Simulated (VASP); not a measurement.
# ZnO (lda): single point with LDA

ZnO (lda):

```xyz
4
Lattice="3.2494 0.0000 0.0000 -1.6247 2.8141 0.0000 0.0000 0.0000 5.2038" Properties=species:S:1:pos:R:3 pbc="T T T"
Zn    0.0000    1.8760    0.0000
Zn    1.6247    0.9380    2.6019
O     0.0000    1.8760    1.9931
O     1.6247    0.9380    4.5950
```

* Program: VASP 6.6.1
* Task: single point
* Functional: LDA
* Potentials or basis: VASP PAW LDA potentials, release 64 (Zn, O)
* Cutoff: 520 eV
* k mesh: 6 × 6 × 4
* Occupations: gaussian, width 0.1 eV
* Spin: no spin polarisation

```yaml
Pressure: -6.1 GPa
Largest_force: 0.068 eV/Å
Band_gap_on_the_k_mesh: 0.74 eV, direct
```

Forces in eV/Å, atoms in the order of the input:
```
Zn   0.000  0.000  0.068
Zn   0.000  0.000  0.068
O    0.000  0.000 -0.068
O    0.000  0.000 -0.068
```

Stress tensor (GPa, compression positive):
```
-6.13  0.00  0.00
 0.00 -6.13  0.00
 0.00  0.00 -5.90
```

Levels at points of the mesh, in eV from the valence-band top:
```
           k point  band 16  band 17  band 18  band 19  band 20  band 21
(0.00, 0.00, 0.00)    -0.10     0.00     0.00     0.74     5.06     8.11
(0.50, 0.00, 0.00)    -2.30    -1.29    -0.88     5.68     6.70     7.48
(0.00, 0.00, 0.50)    -0.39    -0.39    -0.39     3.39     3.39     9.89
(0.50, 0.00, 0.50)    -1.55    -1.36    -1.36     5.58     5.58     8.30
```

It took 15 s on 1 thread of Intel(R) Xeon(R) Platinum 8559C (Emerald Rapids) (shared host), peak memory 0.14 GiB.
